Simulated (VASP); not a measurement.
Write the native input for VASP 6.6.1 that does the following.

```
Task                   : single point
Functional             : LDA
Potentials or basis    : VASP PAW LDA potentials, release 64 (Ga_d, P)
Cutoff                 : 500 eV
k mesh                 : 14 × 14 × 14
Occupations            : fermi-dirac, width 0.1 eV
Spin                   : no spin polarisation
Dipole correction      : no
Further INCAR settings : ALGO = Normal; EDIFF = 1e-06; NBANDS = 16
```

The structure of GaP (rocksalt type) lies in POSCAR:

```
GaP
1.0
    0.0000000000      2.2634451540      2.2634451540
    2.2634451540      0.0000000000      2.2634451540
    2.2634451540      2.2634451540      0.0000000000
Ga P
1 1
Direct
    0.0000000000      0.0000000000      0.0000000000
    0.5000000000      0.5000000000      0.5000000000
```

These files were run (other wordings do the same):

INCAR

```
PREC = Accurate
ENCUT = 500
EDIFF = 1E-6
ISMEAR = -1
SIGMA = 0.1
LREAL = F
LASPH = T
NELM = 120
ALGO = Normal
ISIF = 2
LWAVE = F
LCHARG = T
GGA = CA
LELF = T
LVHAR = T
NBANDS = 16
GGA_COMPAT = F
```

KPOINTS

```
Automatic mesh
0
Gamma
  14 14 14
```

Potentials or basis: VASP PAW LDA potentials, release 64 (Ga_d, P).

The run is started by

```sh
$ cat potpaw_LDA.64/Ga_d/POTCAR potpaw_LDA.64/P/POTCAR > POTCAR
$ mpirun -np 1 vasp_std > vasp.out
```

It gave:

The pressure is 71.8 GPa and the band gap on the k mesh is zero (bands 9 and 10 overlap by 3.49 eV).

Caveat: the cell stands under pressure.

Wall time 37 s on 1 thread of Intel(R) Xeon(R) Platinum 8259CL CPU @ 2.50GHz (Skylake/Cascade Lake), on a shared host, peak memory 0.15 GiB.
